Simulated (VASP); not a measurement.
# ZrPdSe3 (Pm-3m) in VASP: single point with PBE

Aim: the single point of ZrPdSe3 with PBE.

Program: VASP 6.6.1. These are calculated values, not measurements. Logs are shortened: lines on timing, memory, paths and dates and some standing lists are left out, and cuts for length are marked.

### 1 The cell of the first run

The structure is cubic, space group Pm-3m (No. 221). The conventional cell has a = 5.179 Å, b = 5.179 Å, c = 5.179 Å, α = 90.00°, β = 90.00°, γ = 90.00°. Zr (site symmetry m-3m) has 6 Se at 2.59 Å within 3.4 Å. Pd (site symmetry m-3m) has 12 Se at 3.66 Å and 8 Zr at 4.49 Å within 4.8 Å. Within 3.4 Å of Se (site symmetry 4/mmm) lie 2 Zr at 2.59 Å.

### 2 Single point, PBE, collinear spin

Input file INCAR:

```
PREC = Accurate ; ENCUT = 520
EDIFF = 1E-6 ; ISMEAR = 0
SIGMA = 0.1 ; LREAL = F
LASPH = T ; NELM = 150
ALGO = Normal ; ISIF = 2
LWAVE = F ; LCHARG = F
ISPIN = 2 ; MAGMOM = 0 0.42 0.12 0.12 0.12
LORBIT = 11 ; LMAXMIX = 4
GGA = PE ; NBANDS = 32
```

Input file KPOINTS:

```
regular mesh
0
Gamma
  8 8 8
```

Input file POSCAR:

```
ZrPdSe3
1.0
    5.1790599674      0.0000000000      0.0000000000
    0.0000000000      5.1790599674      0.0000000000
    0.0000000000      0.0000000000      5.1790599674
Zr Pd Se
1 1 3
Direct
    0.0000000000      0.0000000000      0.0000000000
    0.5000000000      0.5000000000      0.5000000000
    0.5000000000      0.0000000000      0.0000000000
    0.0000000000      0.5000000000      0.0000000000
    0.0000000000      0.0000000000      0.5000000000
```

Potentials or basis: VASP PAW PBE potentials, release 64 (Zr_sv, Pd, Se).

Command:

```sh
$ cat potpaw_PBE.64/Zr_sv/POTCAR potpaw_PBE.64/Pd/POTCAR potpaw_PBE.64/Se/POTCAR > POTCAR
$ mpirun -np 1 vasp_std > vasp.out
```

OUTCAR:

```text
PREC = Accurate
   ENCUT = 520
   EDIFF = 1E-6
   ISMEAR = 0
   LREAL = F
   LASPH = T
   NELM = 150
   ISIF = 2
   ISPIN = 2
   LORBIT = 11
   GGA = PE

 ion  position               nearest neighbor table
   1  0.000  0.000  0.000-   3 2.59   4 2.59   5 2.59   5 2.59   4 2.59   3 2.59
   2  0.500  0.500  0.500-
   3  0.500  0.000  0.000-   1 2.59   1 2.59
   4  0.000  0.500  0.000-   1 2.59   1 2.59
   5  0.000  0.000  0.500-   1 2.59   1 2.59

  LATTYP: Found a simple cubic cell.
 ALAT       =     5.1790599674

  Lattice vectors:

 A1 = (   5.1790599674,   0.0000000000,   0.0000000000)
 A2 = (   0.0000000000,   5.1790599674,   0.0000000000)
 A3 = (   0.0000000000,   0.0000000000,   5.1790599674)

Analysis of symmetry for initial positions (statically):
=====================================================================
 Subroutine PRICEL returns:
 Original cell was already a primitive cell.

 Routine SETGRP: Setting up the symmetry group for a
 simple cubic supercell.

 Subroutine GETGRP returns: Found 48 space group operations
 (whereof 48 operations were pure point group operations)
 out of a pool of 48 trial point group operations.

The static configuration has the point symmetry O_h .

Analysis of symmetry for dynamics (positions and initial velocities):
=====================================================================
 Subroutine PRICEL returns:
 Original cell was already a primitive cell.

 Routine SETGRP: Setting up the symmetry group for a
 simple cubic supercell.

 Subroutine GETGRP returns: Found 48 space group operations
 (whereof 48 operations were pure point group operations)
 out of a pool of 48 trial point group operations.

The dynamic configuration has the point symmetry O_h .

Analysis of structural, dynamic, and magnetic symmetry:
=====================================================================
 Subroutine PRICEL returns:
 Original cell was already a primitive cell.

 Routine SETGRP: Setting up the symmetry group for a
 simple cubic supercell.

 Subroutine GETGRP returns: Found 48 space group operations
 (whereof 48 operations were pure point group operations)
 out of a pool of 48 trial point group operations.

The overall configuration has the point symmetry O_h .

 Subroutine INISYM returns: Found 48 space group operations
 (whereof 48 operations are pure point group operations),
 and found     1 'primitive' translations
[... 124 lines left out ...]
  Thomas-Fermi vector in A             =   2.217052
   LORBIT       =     11    0 simple, 1 ext, 2 COOP (PROOUT), +10 PAW based schemes
   GGA     = PE    functional components
   LHFCALC =     F    Hartree Fock is set to
   AEXX    =    0.0000 exact exchange contribution
   IVDW    =     0    specifies the selected vdW correction
   LEPSILON=     F    determine dielectric tensor
   LRPA    =     F    only Hartree local field effects (RPA)
 spin polarized calculation
 Gauss-broadening in eV      SIGMA  =   0.10
  energy-cutoff  :      520.00
  volume of cell :      138.92
 maximum number of plane-waves:      3783
 NGX is ok and might be reduce to    40
   NGX = 19   NGY = 19   NGZ = 19

 number of electron      40.0000014 magnetization       0.8292513

 Free energy of the ion-electron system (eV)
  ---------------------------------------------------
  ext. energy  EPLUGINS =         0.00000000
  ---------------------------------------------------
  free energy    TOTEN  =       -24.64161434 eV

  energy without entropy =      -24.60611109  energy(sigma->0) =      -24.62386272

 E-fermi :   2.9696     XC(G=0):  -9.1588

 val. band max:        2.9633799569   @ k =   0.5000   0.0000   0.0000
 cond. band min:       2.9734072604   @ k =   0.5000   0.2500   0.1250
 fundamental gap:      0.0100273035
 Fermi energy:         2.9696206793

 spin component 1

 k-point     1 :       0.0000    0.0000    0.0000
  band No.  band energies     occupation
      1     -46.0904      1.00000
      2     -24.1784      1.00000
      3     -24.1784      1.00000
      4     -24.1784      1.00000
      5     -10.0364      1.00000
      6      -9.0906      1.00000
[... 829 lines left out ...]
     31      11.0515      0.00000
     32      11.3001      0.00000

 [... further k-points ...]

 spin component 2

 k-point     1 :       0.0000    0.0000    0.0000
  band No.  band energies     occupation
      1     -46.1052      1.00000
      2     -24.1960      1.00000
      3     -24.1960      1.00000
      4     -24.1960      1.00000
      5      -9.9175      1.00000
      6      -8.9635      1.00000
[... 829 lines left out ...]
     31      11.0998      0.00000
     32      11.3449      0.00000

 [... further k-points ...]
[... 5 lines left out ...]
  --------------------------------------------------------------------------------------
  -------------------------------------------------------------------------------------
  Total        0.0376406      0.0376406      0.0376406     -0.0000000     -0.0000000      0.0000000
  in kB        0.4341241      0.4341241      0.4341241     -0.0000000     -0.0000000      0.0000000
  external PRESSURE =       0.4341241 kB  Pullay stress =       0.0000000 kB

 VOLUME and BASIS-vectors are now :
 -----------------------------------------------------------------------------
  energy-cutoff  :      520.00
  volume of cell :      138.92
      direct lattice vectors                 reciprocal lattice vectors
     5.179059967  0.000000000  0.000000000     0.193085233  0.000000000  0.000000000
     0.000000000  5.179059967  0.000000000     0.000000000  0.193085233  0.000000000
     0.000000000  0.000000000  5.179059967     0.000000000  0.000000000  0.193085233

 POSITION                                       TOTAL-FORCE (eV/Angst)
 -----------------------------------------------------------------------------------
      0.00000      0.00000      0.00000         0.000000      0.000000      0.000000
      2.58953      2.58953      2.58953         0.000000      0.000000      0.000000
      2.58953      0.00000      0.00000         0.000000      0.000000      0.000000
      0.00000      2.58953      0.00000         0.000000      0.000000      0.000000
      0.00000      0.00000      2.58953         0.000000      0.000000      0.000000
 -----------------------------------------------------------------------------------
    total drift:                               -0.000000      0.000000     -0.000000

  FREE ENERGIE OF THE ION-ELECTRON SYSTEM (eV)
  ---------------------------------------------------
  free  energy   TOTEN  =       -24.6416143434 eV

  energy  without entropy=      -24.6061110947  energy(sigma->0) =      -24.62386272

 total charge

# of ion       s       p       d       tot
------------------------------------------
    1        2.177   6.017   1.562   9.756
    2        0.097   0.049   8.710   8.857
    3        1.472   2.332   0.019   3.824
    4        1.472   2.332   0.019   3.824
    5        1.472   2.332   0.019   3.824
--------------------------------------------------
tot          6.690  13.064  10.330  30.084

 magnetization (x)

# of ion       s       p       d       tot
------------------------------------------
    1       -0.001  -0.000  -0.023  -0.024
    2       -0.001  -0.000   0.387   0.386
    3        0.003   0.103  -0.000   0.106
    4        0.003   0.103  -0.000   0.106
    5        0.003   0.103  -0.000   0.106
--------------------------------------------------
tot          0.007   0.309   0.364   0.680
```

OSZICAR:

```text
N       E                     dE             d eps       ncg     rms          rms(c)
DAV:   1     0.261751285190E+03    0.26175E+03   -0.17695E+04  4480   0.110E+03
DAV:   2    -0.819009114980E+01   -0.26994E+03   -0.25826E+03  5408   0.250E+02
DAV:   3    -0.254428665154E+02   -0.17253E+02   -0.16936E+02  6560   0.579E+01
DAV:   4    -0.259522860268E+02   -0.50942E+00   -0.50769E+00  6216   0.825E+00
DAV:   5    -0.259598959508E+02   -0.76099E-02   -0.76089E-02  6056   0.952E-01    0.162E+01
DAV:   6    -0.252159299307E+02    0.74397E+00   -0.36736E+00  5064   0.115E+01    0.924E+00
DAV:   7    -0.248686154000E+02    0.34731E+00   -0.40899E+00  4944   0.111E+01    0.681E+00
DAV:   8    -0.247030583096E+02    0.16556E+00   -0.88190E-01  4936   0.456E+00    0.305E+00
DAV:   9    -0.246486873301E+02    0.54371E-01   -0.22086E-01  5344   0.290E+00    0.114E+00
DAV:  10    -0.246411122820E+02    0.75750E-02   -0.37644E-02  5576   0.104E+00    0.376E-01
DAV:  11    -0.246412256343E+02   -0.11335E-03   -0.12482E-03  5536   0.157E-01    0.182E-01
DAV:  12    -0.246412183216E+02    0.73127E-05   -0.46720E-04  5872   0.122E-01    0.844E-02
DAV:  13    -0.246414413776E+02   -0.22306E-03   -0.22614E-04  5184   0.704E-02    0.604E-02
DAV:  14    -0.246415484012E+02   -0.10702E-03   -0.13863E-04  5440   0.531E-02    0.318E-02
DAV:  15    -0.246416025340E+02   -0.54133E-04   -0.90111E-05  5472   0.390E-02    0.165E-02
DAV:  16    -0.246416127922E+02   -0.10258E-04   -0.30293E-05  5856   0.220E-02    0.662E-03
DAV:  17    -0.246416140937E+02   -0.13015E-05   -0.35383E-06  4976   0.930E-03    0.304E-03
DAV:  18    -0.246416143434E+02   -0.24964E-06   -0.32078E-07  3168   0.332E-03
   1 F= -.24641614E+02 E0= -.24623863E+02  d E =-.355032E-01  mag=     0.8299
```

stdout:

```text
POSCAR found type information on POSCAR ZrPdSe
 POSCAR found :  3 types and       5 ions
 scaLAPACK will be used
 LDA part: xc-table for (Slater+PW92), standard interpolation
 POSCAR, INCAR and KPOINTS ok, starting setup
 FFT: planning ... GRIDC
 FFT: planning ... GRID_SOFT
 FFT: planning ... GRID
 WAVECAR not read
 entering main loop
```

Wall time 6.2 min (1 thread of Intel Xeon 8259CL, shared host); peak memory 0.46 GiB.

Results:

| Item | Value |
| --- | --- |
| Free energy | -24.6416 eV |
| Pressure | 0.0 GPa |
| Net moment | 0.83 μB per cell |
| Site moments | Zr -0.02; Pd +0.39; Se +0.11 μB |
| Valence electrons inside the program's atomic spheres | Zr 9.76; Pd 8.86; Se 3.82 |

Levels at points of the mesh, in eV from the Fermi level:
Spin up:
```tsv
k point	band 17	band 18	band 19	band 20	band 21	band 22	band 23	band 24	band 25	band 26
(0.00, 0.00, 0.00)	-0.88	-0.88	-0.26	-0.26	-0.26	0.79	0.79	0.79	0.89	2.72
(0.50, 0.00, 0.00)	-0.84	-0.78	-0.18	-0.01	-0.01	0.75	2.71	2.92	2.92	3.06
(0.50, 0.50, 0.00)	-0.77	-0.76	-0.46	-0.46	0.50	2.17	2.97	2.97	3.29	3.95
(0.50, 0.50, 0.50)	-0.76	-0.76	0.36	0.36	0.36	0.98	3.25	3.25	3.25	6.61
```
Spin down:
| k point | band 18 | band 19 | band 20 | band 21 | band 22 | band 23 |
| --- | --- | --- | --- | --- | --- | --- |
| (0.00, 0.00, 0.00) | -0.64 | -0.15 | -0.15 | -0.15 | 0.79 | 0.79 |
| (0.50, 0.00, 0.00) | -0.53 | 0.06 | 0.20 | 0.20 | 0.73 | 2.72 |
| (0.50, 0.50, 0.00) | -0.51 | -0.22 | -0.22 | 0.69 | 2.21 | 3.01 |
| (0.50, 0.50, 0.50) | -0.50 | 0.54 | 0.54 | 0.54 | 1.04 | 3.25 |
